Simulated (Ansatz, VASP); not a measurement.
One calculation of Sn, two programs

```
Sn
1.0
     0.00000    3.23334    3.23334
     3.23334    0.00000    3.23334
     3.23334    3.23334    0.00000
Sn
2
Direct
  0.75000 0.75000 0.75000
  0.50000 0.50000 0.50000
```

Alike in both runs: task relaxation of cell and atoms; functional BLYP; dispersion D4; k mesh 7 × 7 × 7; occupations fermi-dirac, width 0.05 eV; no spin polarisation.

```csv
,VASP,Ansatz
version,VASP 6.6.1,Ansatz 0.2.0
potentials or method,"VASP PAW PBE potentials, release 64 (Sn_d), cutoff 600 eV","all-electron LAPW, scalar-relativistic"
```

VASP gave:

- relaxed volume (Å³/atom): 36.32
- relaxed length of the cell vector where the two differ most in proportion (Å): 4.683

Which values does Ansatz return?

Relaxed volume (Å³/atom): 36.32; relaxed length of the cell vector where the two differ most in proportion (Å): 4.684.

VASP's potentials were made for PBE, not for BLYP. Ansatz ran all-electron here, and VASP with PAW potentials.
